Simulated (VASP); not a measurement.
A run of VASP 6.6.1 is set up as follows.

File INCAR:

```
SYSTEM = As
PREC = Accurate
ENCUT = 500
EDIFF = 1E-6
ISMEAR = -1
SIGMA = 0.1
LREAL = .FALSE.
LASPH = .TRUE.
NELM = 120
ALGO = Normal
ISIF = 2
LWAVE = .FALSE.
LCHARG = .FALSE.
NBANDS = 12
GGA_COMPAT = .FALSE.
```

The input KPOINTS:

```
regular mesh
0
G
  6 6 6
  0 0 0
```

POSCAR

```
As
1.0
    1.8799878575      1.0854114956      3.3276505507
   -1.8799878575      1.0854114956      3.3276505507
    0.0000000000     -2.1708229912      3.3276505507
As
2
Direct
    0.7695128170      0.7695128170      0.7695128170
    0.2304871830      0.2304871830      0.2304871830
```

Potentials or basis: VASP PAW LDA potentials, release 64 (As).

The run is started by

```console
$ cat potpaw_LDA.64/As/POTCAR > POTCAR
$ mpirun -np 1 vasp_std > vasp.out
```

Predict the largest force.

0.071 eV/Å.

Predict the pressure.

0.5 GPa.

Estimate the band gap on the k mesh.

zero (band 5 reaches 6.10 eV, above the bottom of band 6 at 5.72 eV).

Forces in eV/Å, atoms in the order of the input:
```
As   0.000  0.000  0.071
As   0.000  0.000 -0.071
```
